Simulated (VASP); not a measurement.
Write the native input for VASP 6.6.1 that does the following.

| Item | Value |
| --- | --- |
| Task | single point |
| Functional | PBE |
| Potentials or basis | VASP PAW PBE potentials, release 64 (Zn, S) |
| Cutoff | 520 eV |
| k mesh | 12 × 12 × 2 |
| Occupations | gaussian, width 0.05 eV |
| Spin | no spin polarisation |
| Dipole correction | no |
| Further INCAR settings | ALGO = Normal; EDIFF = 1e-06; NBANDS = 46 |

The structure of ZnS lies in POSCAR:

```
ZnS
1.0
    3.8467234474      0.0000000000      0.0000000000
   -1.9233617237      3.3313602268      0.0000000000
    0.0000000000      0.0000000000     12.5902250312
Zn S
4 4
Direct
    0.0000000000      0.0000000000     -0.0118636572
    0.0000000000      0.0000000000      0.4881363428
    0.3333333333      0.6666666667      0.2619148833
    0.6666666667      0.3333333333      0.7619148833
    0.0000000000      0.0000000000      0.1845226132
    0.0000000000      0.0000000000      0.6845226132
    0.3333333333      0.6666666667      0.4404507239
    0.6666666667      0.3333333333      0.9404507239
```

This cell differs from its parent crystal: atoms displaced along a vibrational mode.

These files were run (other wordings do the same):

INCAR

```
PREC = Accurate
ENCUT = 520
EDIFF = 1E-6
ISMEAR = 0
SIGMA = 0.05
LREAL = False
LASPH = True
NELM = 60
ALGO = Normal
ISIF = 2
LWAVE = False
LCHARG = False
GGA = PE
NBANDS = 46
```

KPOINTS

```
regular mesh
0
Gamma
  12 12 2
```

Potentials or basis: VASP PAW PBE potentials, release 64 (Zn, S).

Launch:

```bash
$ cat potpaw_PBE.64/Zn/POTCAR potpaw_PBE.64/S/POTCAR > POTCAR
$ mpirun -np 1 vasp_std > vasp.out
```

Results of the run:

| Item | Value |
| --- | --- |
| Pressure | 0.6 GPa |
| Largest force | 1.507 eV/Å |
| Band gap on the k mesh | 1.72 eV |

Caveat: the cell differs from its parent crystal (atoms displaced along a vibrational mode); forces of over 1 eV/Å act on the atoms, so gaps and moduli don't describe the material at rest.

Wall time 10 min on 1 thread of Intel Xeon 8259CL, on a shared host, peak memory 0.4 GiB.
